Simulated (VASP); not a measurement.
# CaSe (F-43m) in VASP: notebook

CaSe is run at these levels: LDA, r2SCAN, PBE; tasks: single point.

All numbers are computed with VASP 6.6.1; they aren't measurements. Logs are shortened: lines on timing, memory, paths and dates and some standing lists are left out, and cuts for length are marked.

### Step 1. The cell of the first run

It takes space group F-43m (No. 216, cubic). Conventional cell: a = 6.559 Å, b = 6.559 Å, c = 6.559 Å, α = 90.00°, β = 90.00°, γ = 90.00°. Within 3.7 Å of Ca (site symmetry -43m) lie 4 Se at 2.84 Å. Within 3.7 Å of Se (site symmetry -43m) lie 4 Ca at 2.84 Å.

### Step 2. Single point, LDA

INCAR

```
ALGO = Normal ; EDIFF = 1E-6
ENCUT = 520 ; GGA = CA
ISIF = 2 ; ISMEAR = 0
LASPH = T ; LCHARG = F
LREAL = F ; LWAVE = F
NBANDS = 15 ; NELM = 60
PREC = Accurate ; SIGMA = 0.01
```

KPOINTS

```
k-points
0
Gamma
  6 6 6
```

POSCAR

```
CaSe
1.0
    0.0000000000      3.2795613712      3.2795613712
    3.2795613712      0.0000000000      3.2795613712
    3.2795613712      3.2795613712      0.0000000000
Ca Se
1 1
Direct
    0.0000000000      0.0000000000      0.0000000000
    0.2500000000      0.2500000000      0.2500000000
```

Potentials or basis: VASP PAW LDA potentials, release 64 (Ca_sv, Se).

Command:

```console
cat potpaw_LDA.64/Ca_sv/POTCAR potpaw_LDA.64/Se/POTCAR > POTCAR
mpirun -np 1 vasp_std > vasp.out
```

OUTCAR:

```text
EDIFF = 1E-6
   ENCUT = 520
   GGA = CA
   ISIF = 2
   ISMEAR = 0
   LASPH = T
   LREAL = F
   NELM = 60
   PREC = Accurate

 ion  position               nearest neighbor table
   1  0.000  0.000  0.000-   2 2.84   2 2.84   2 2.84   2 2.84
   2  0.250  0.250  0.250-   1 2.84   1 2.84   1 2.84   1 2.84

  LATTYP: Found a face centered cubic cell.
 ALAT       =     6.5591227424

  Lattice vectors:

 A1 = (   0.0000000000,   3.2795613712,   3.2795613712)
 A2 = (   3.2795613712,   0.0000000000,   3.2795613712)
 A3 = (   3.2795613712,   3.2795613712,   0.0000000000)

Analysis of symmetry for initial positions (statically):
=====================================================================
 Subroutine PRICEL returns:
 Original cell was already a primitive cell.

 Routine SETGRP: Setting up the symmetry group for a
 face centered cubic supercell.

 Subroutine GETGRP returns: Found 24 space group operations
 (whereof 24 operations were pure point group operations)
 out of a pool of 48 trial point group operations.

The static configuration has the point symmetry T_d .

Analysis of symmetry for dynamics (positions and initial velocities):
=====================================================================
 Subroutine PRICEL returns:
 Original cell was already a primitive cell.

 Routine SETGRP: Setting up the symmetry group for a
 face centered cubic supercell.

 Subroutine GETGRP returns: Found 24 space group operations
 (whereof 24 operations were pure point group operations)
 out of a pool of 48 trial point group operations.

The dynamic configuration has the point symmetry T_d .

 Subroutine INISYM returns: Found 24 space group operations
 (whereof 24 operations are pure point group operations),
 and found     1 'primitive' translations

----------------------------------------------------------------------------------------

                                     Primitive cell

  volume of cell :      70.5468

  direct lattice vectors                    reciprocal lattice vectors
     0.000000000  3.279561371  3.279561371    -0.152459413  0.152459413  0.152459413
     3.279561371  0.000000000  3.279561371     0.152459413 -0.152459413  0.152459413
     3.279561371  3.279561371  0.000000000     0.152459413  0.152459413 -0.152459413

  length of vectors
     4.638000170  4.638000170  4.638000170     0.264067449  0.264067449  0.264067449

  position of ions in fractional coordinates (direct lattice)
     0.000000000  0.000000000  0.000000000
     0.250000000  0.250000000  0.250000000

  ion indices of the primitive-cell ions
   primitive index   ion index
                 1           1
                 2           2

----------------------------------------------------------------------------------------

 KPOINTS: k-points

Automatic generation of k-mesh.
 Grid dimensions read from file:
 generate k-points for:    6    6    6

 Generating k-lattice:

  Cartesian coordinates                     Fractional coordinates (reciprocal lattice)
    -0.025409902  0.025409902  0.025409902     0.166666667  0.000000000  0.000000000
     0.025409902 -0.025409902  0.025409902     0.000000000  0.166666667  0.000000000
     0.025409902  0.025409902 -0.025409902     0.000000000  0.000000000  0.166666667

  Length of vectors
     0.044011241  0.044011241  0.044011241

  Shift w.r.t. Gamma in fractional coordinates (k-lattice)
     0.000000000  0.000000000  0.000000000

 Subroutine IBZKPT returns following result:
 ===========================================

 Found     16 irreducible k-points:

 Following reciprocal coordinates:
            Coordinates               Weight
  0.000000  0.000000  0.000000      1.000000
  0.166667  0.000000  0.000000      8.000000
  0.333333  0.000000  0.000000      8.000000
  0.500000  0.000000  0.000000      4.000000
  0.166667  0.166667  0.000000      6.000000
  0.333333  0.166667  0.000000     24.000000
[... 8 lines left out ...]
 -0.333333  0.333333  0.166667     24.000000
 -0.333333  0.500000  0.166667     12.000000
   k-points           NKPTS =     16   k-points in BZ     NKDIM =     16   number of bands    NBANDS=     15
   number of dos      NEDOS =    301   number of ions     NIONS =      2
   total plane-waves  NPLWV =  46656
   dimension x,y,z NGX =    36 NGY =   36 NGZ =   36
   dimension x,y,z NGXF=    72 NGYF=   72 NGZF=   72
   ions per type =               1   1
   NGX,Y,Z   is equivalent  to a cutoff of  12.90, 12.90, 12.90 a.u.
   NGXF,Y,Z  is equivalent  to a cutoff of  25.81, 25.81, 25.81 a.u.
 SYSTEM =  unknown system
   PREC   = accura    normal or accurate (medium, high low for compatibility)
   ISTART =      0    job   : 0-new  1-cont  2-samecut
   ICHARG =      2    charge: 1-file 2-atom 10-const
   ISPIN  =      1    spin polarized calculation?
   LNONCOLLINEAR =      F non collinear calculations
   LSORBIT =      F    spin-orbit coupling
   LASPH  =      T    aspherical Exc in radial PAW
   ENCUT  =  520.0 eV  38.22 Ry    6.18 a.u.   8.62  8.62  8.62*2*pi/ulx,y,z
   NELM   =     60;   NELMIN=  2; NELMDL= -5     # of ELM steps
   EDIFF  = 0.1E-05   stopping-criterion for ELM
   LREAL  =      F    real-space projection
   EDIFFG = 0.1E-04   stopping-criterion for IOM
   NSW    =      0    number of steps for IOM
   IBRION =     -1    ionic relax: 0-MD 1-quasi-New 2-CG
   NFREE  =      0    steps in history (QN), initial steepest desc. (CG)
   ISIF   =      2    stress and relaxation
   ISYM   =      2    0-nonsym 1-usesym 2-fastsym
   POTIM  = 0.5000    time-step for ionic-motion
   TEBEG  =    0.0;   TEEND  =   0.0 temperature during run
   PSTRESS=    0.0 pullay stress
   NELECT =      16.0000    total number of electrons
   NUPDOWN=      -1.0000    fix difference up-down
   EMIN   =  10.00;   EMAX   =-10.00  energy-range for DOS
   EFERMI =   0.00;   METHOD = LEGACY
   ISMEAR =     0;   SIGMA  =   0.01  broadening in eV -4-tet -1-fermi 0-gaus
   EFERMI_NEDOS =   21; number of points for ismear=-14 and -15
   IALGO  =     38    algorithm
   IMIX   =      4    mixing-type and parameters
     AMIX     =   0.40;   BMIX     =  1.00
     AMIX_MAG =   1.60;   BMIX_MAG =  1.00
  volume/ion in A,a.u.               =      35.27       238.04
  Fermi-wavevector in a.u.,A,eV,Ry     =   0.998364  1.886635 13.561354  0.996731
  Thomas-Fermi vector in A             =   2.130583
   LORBIT       =      0    0 simple, 1 ext, 2 COOP (PROOUT), +10 PAW based schemes
   GGA     = CA    functional components
   LHFCALC =     F    Hartree Fock is set to
   AEXX    =    0.0000 exact exchange contribution
   IVDW    =     0    specifies the selected vdW correction
   LEPSILON=     F    determine dielectric tensor
   LRPA    =     F    only Hartree local field effects (RPA)
 non-spin polarized calculation
 Gauss-broadening in eV      SIGMA  =   0.01
  energy-cutoff  :      520.00
  volume of cell :       70.55
 maximum number of plane-waves:      1917
 NGX is ok and might be reduce to    36
   NGX = 17   NGY = 17   NGZ = 17

 number of electron      16.0000000 magnetization

 Free energy of the ion-electron system (eV)
  ---------------------------------------------------
  ext. energy  EPLUGINS =         0.00000000
  ---------------------------------------------------
  free energy    TOTEN  =        -9.83296501 eV

  energy without entropy =       -9.83296501  energy(sigma->0) =       -9.83296501

 E-fermi :  -0.3927     XC(G=0):  -8.0188

 val. band max:       -0.4690574780   @ k =  -0.3333   0.1667   0.0000
 cond. band min:       2.4824432027   @ k =   0.0000   0.0000   0.0000
 fundamental gap:      2.9515006807
 Fermi energy:        -0.3927477431

 k-point     1 :       0.0000    0.0000    0.0000
  band No.  band energies     occupation
      1     -39.0452      2.00000
      2     -20.3570      2.00000
      3     -20.3570      2.00000
      4     -20.3570      2.00000
      5     -10.8278      2.00000
      6      -0.5675      2.00000
      7      -0.5675      2.00000
      8      -0.5675      2.00000
      9       2.4824      0.00000
     10       4.7736      0.00000
     11       4.7736      0.00000
     12       6.8314      0.00000
     13       6.8314      0.00000
     14       6.8314      0.00000
     15       8.4697      0.00000

 k-point     2 :       0.1667    0.0000    0.0000
  band No.  band energies     occupation
      1     -39.0447      2.00000
      2     -20.3691      2.00000
      3     -20.3585      2.00000
      4     -20.3585      2.00000
      5     -10.7625      2.00000
      6      -0.9944      2.00000
      7      -0.5424      2.00000
      8      -0.5424      2.00000
      9       3.2738      0.00000
     10       4.6546      0.00000
     11       4.6546      0.00000
     12       6.3425      0.00000
     13       6.8019      0.00000
     14       6.8019      0.00000
     15       7.7731      0.00000

 k-point     3 :       0.3333    0.0000    0.0000
  band No.  band energies     occupation
      1     -39.0437      2.00000
      2     -20.3930      2.00000
      3     -20.3614      2.00000
      4     -20.3614      2.00000
      5     -10.6304      2.00000
      6      -1.5338      2.00000
      7      -0.5001      2.00000
      8      -0.5001      2.00000
      9       4.3404      0.00000
     10       4.6733      0.00000
     11       4.6733      0.00000
     12       5.4676      0.00000
     13       6.2692      0.00000
     14       6.2692      0.00000
     15       7.5444      0.00000

 k-point     4 :       0.5000    0.0000    0.0000
  band No.  band energies     occupation
      1     -39.0432      2.00000
      2     -20.4048      2.00000
      3     -20.3628      2.00000
      4     -20.3628      2.00000
      5     -10.5637      2.00000
      6      -1.7265      2.00000
      7      -0.4832      2.00000
      8      -0.4832      2.00000
      9       4.4475      0.00000
     10       4.8853      0.00000
     11       4.8853      0.00000
     12       5.1643      0.00000
     13       5.7785      0.00000
     14       5.7785      0.00000
     15       8.2722      0.00000
[... 163 lines left out ...]
 k-point    14 :       0.5000    0.3333    0.1667
  band No.  band energies     occupation
      1     -39.0431      2.00000
      2     -20.3970      2.00000
      3     -20.3724      2.00000
      4     -20.3659      2.00000
      5     -10.5439      2.00000
      6      -1.4851      2.00000
      7      -0.8008      2.00000
      8      -0.5041      2.00000
      9       3.5891      0.00000
     10       4.4880      0.00000
     11       5.1460      0.00000
     12       5.8990      0.00000
     13       6.2174      0.00000
     14       6.4037      0.00000
     15       8.1674      0.00000

 k-point    15 :      -0.3333    0.3333    0.1667
  band No.  band energies     occupation
      1     -39.0427      2.00000
      2     -20.4008      2.00000
      3     -20.3763      2.00000
      4     -20.3680      2.00000
      5     -10.5002      2.00000
      6      -1.3646      2.00000
      7      -1.0401      2.00000
      8      -0.5139      2.00000
      9       3.4066      0.00000
     10       4.4383      0.00000
     11       5.0614      0.00000
     12       5.8684      0.00000
     13       6.1375      0.00000
     14       7.0440      0.00000
     15       8.4422      0.00000

 k-point    16 :      -0.3333    0.5000    0.1667
  band No.  band energies     occupation
      1     -39.0426      2.00000
      2     -20.4031      2.00000
      3     -20.3757      2.00000
      4     -20.3712      2.00000
      5     -10.4787      2.00000
      6      -1.4873      2.00000
      7      -0.8701      2.00000
      8      -0.5506      2.00000
      9       3.0702      0.00000
     10       4.3783      0.00000
     11       5.2936      0.00000
     12       5.5933      0.00000
     13       6.0800      0.00000
     14       7.7321      0.00000
     15       8.5125      0.00000

------------------------ aborting loop because EDIFF is reached ----------------------------------------

  FORCE on cell =-STRESS in cart. coord.  units (eV):
  Direction    XX          YY          ZZ          XY          YZ          ZX
  --------------------------------------------------------------------------------------
  -------------------------------------------------------------------------------------
  Total       -0.8975643     -0.8975643     -0.8975643      0.0000000      0.0000000      0.0000000
  in kB      -20.3844431    -20.3844431    -20.3844431      0.0000000      0.0000000      0.0000000
  external PRESSURE =     -20.3844431 kB  Pullay stress =       0.0000000 kB

 VOLUME and BASIS-vectors are now :
 -----------------------------------------------------------------------------
  energy-cutoff  :      520.00
  volume of cell :       70.55
      direct lattice vectors                 reciprocal lattice vectors
     0.000000000  3.279561371  3.279561371    -0.152459413  0.152459413  0.152459413
     3.279561371  0.000000000  3.279561371     0.152459413 -0.152459413  0.152459413
     3.279561371  3.279561371  0.000000000     0.152459413  0.152459413 -0.152459413

 POSITION                                       TOTAL-FORCE (eV/Angst)
 -----------------------------------------------------------------------------------
      0.00000      0.00000      0.00000        -0.000000      0.000000      0.000000
      1.63978      1.63978      1.63978         0.000000     -0.000000     -0.000000
 -----------------------------------------------------------------------------------
    total drift:                               -0.000000     -0.000000     -0.000000

  FREE ENERGIE OF THE ION-ELECTRON SYSTEM (eV)
  ---------------------------------------------------
  free  energy   TOTEN  =        -9.8329650088 eV

  energy  without entropy=       -9.8329650088  energy(sigma->0) =       -9.83296501
```

Wall time 26 s (1 thread of Intel Xeon 8259CL, shared host); peak memory 0.17 GiB.

Results:

```
Free energy            : -9.8330 eV
Pressure               : -2.0 GPa
Band gap on the k mesh : 2.95 eV (least direct gap 3.05 eV)
```

A k mesh can miss the band edges.

### Step 3. Single point, r2SCAN

POSCAR is that of step 2.

INCAR.step1

```
PREC     = Accurate       # precision mode
ENCUT    = 520            # plane-wave cutoff, eV
ISMEAR   = 0              # smearing method
SIGMA    = 0.01           # smearing width, eV
LREAL    = F              # projectors in reciprocal space
LASPH    = T              # aspherical terms in the spheres
NELM     = 100            # most SCF steps
NBANDS   = 15             # bands
GGA      = PE             # functional
ALGO     = Normal         # electronic algorithm
EDIFF    = 1E-4           # SCF threshold, eV
LWAVE    = T              # write WAVECAR
LCHARG   = F              # write CHGCAR
```

INCAR.step2

```
PREC     = Accurate       # precision mode
ENCUT    = 520            # plane-wave cutoff, eV
EDIFF    = 1E-6           # SCF threshold, eV
ISMEAR   = 0              # smearing method
SIGMA    = 0.01           # smearing width, eV
LREAL    = F              # projectors in reciprocal space
LASPH    = T              # aspherical terms in the spheres
NELM     = 100            # most SCF steps
ALGO     = Normal         # electronic algorithm
ISIF     = 2              # what is computed and relaxed
LWAVE    = F              # write WAVECAR
LCHARG   = F              # write CHGCAR
METAGGA  = R2SCAN         # meta-GGA
LMIXTAU  = T            
NBANDS   = 15             # bands
ISTART   = 1
```

KPOINTS

```
Automatic mesh
0
Gamma
  6 6 6
```

Potentials or basis: VASP PAW PBE potentials, release 64 (Ca_sv, Se).

Command:

```console
cat potpaw_PBE.64/Ca_sv/POTCAR potpaw_PBE.64/Se/POTCAR > POTCAR
cp INCAR.step1 INCAR
mpirun -np 1 vasp_std > vasp.out
cp INCAR.step2 INCAR
mpirun -np 1 vasp_std > vasp.out
```

Run time: 2.9 min. Hardware: 1 thread of Intel Xeon 8259CL, shared host; peak memory 0.22 GiB.

Results (log left out):

```
Free energy            : -25.3602 eV
Pressure               : 0.2 GPa
Band gap on the k mesh : 3.69 eV (least direct gap 3.78 eV)
```

Levels at points of the mesh, in eV from the valence-band top:
| k point | band 6 | band 7 | band 8 | band 9 | band 10 | band 11 |
| --- | --- | --- | --- | --- | --- | --- |
| (0.00, 0.00, 0.00) | -0.09 | -0.09 | -0.09 | 3.69 | 5.95 | 5.95 |
| (0.50, 0.00, 0.00) | -1.22 | -0.01 | -0.01 | 5.62 | 6.07 | 6.07 |
| (0.50, 0.50, 0.00) | -1.24 | -0.05 | -0.05 | 3.90 | 5.56 | 6.70 |

Caveat: the PAW data sets were made with another functional, which shifts forces and pressure a little.

### Step 4. Single point, PBE, non-collinear spin, zero start, spin-orbit coupling

INCAR

```
PREC = Accurate ; ENCUT = 520
EDIFF = 1E-6 ; ISMEAR = 0
SIGMA = 0.01 ; LREAL = False
LASPH = True ; NELM = 150
ALGO = Normal ; ISIF = 2
LWAVE = False ; LCHARG = True
MAGMOM = 0 0 0 0 0 0 ; LORBIT = 11
LSORBIT = True ; GGA_COMPAT = False
LORBMOM = True ; GGA = PE
LVHAR = True ; NBANDS = 28
```

KPOINTS

```
regular mesh
0
Gamma
  4 4 4
```

POSCAR is that of step 3.

Command:

```console
cat potpaw_PBE.64/Ca_sv/POTCAR potpaw_PBE.64/Se/POTCAR > POTCAR
mpirun -np 1 vasp_ncl > vasp.out
```

Wall time 2 min (1 thread of Intel Xeon 8259CL, shared host); peak memory 0.39 GiB.

The run converged. Its results:

| Item | Value |
| --- | --- |
| Free energy | -8.9875 eV |
| Pressure | 0.6 GPa |
| Net moment | 0.00 μB per cell |
| Valence electrons inside the program's atomic spheres | Ca 8.13; Se 3.92 |

Moments on the atoms (μB; x, y, z):
```
Ca  0.00 0.00 0.00
Se  0.00 0.00 0.00
```

Caveat: the k points lie up to 0.41 Å⁻¹ apart.

### Step 5. The runs side by side

```tsv
level	potentials or basis	spin	k mesh	gap on the mesh (eV)	pressure (GPa)
LDA	VASP PAW LDA potentials, release 64 (Ca_sv, Se)	off	6 × 6 × 6	2.95	-2.0
r2SCAN	VASP PAW PBE potentials, release 64 (Ca_sv, Se)	off	6 × 6 × 6	3.69	0.2
PBE	VASP PAW PBE potentials, release 64 (Ca_sv, Se)	non-collinear, zero start, SOC	4 × 4 × 4	-	0.6
```

Alike in all rows: task single point; cell as given; cutoff (eV) 520; smearing gaussian 0.01 eV.

Caveats: some runs use coarse meshes; the PAW data sets were made with another functional, which shifts forces and pressure a little (at least some runs).

Absolute energies hang on the potentials; compare differences alone.
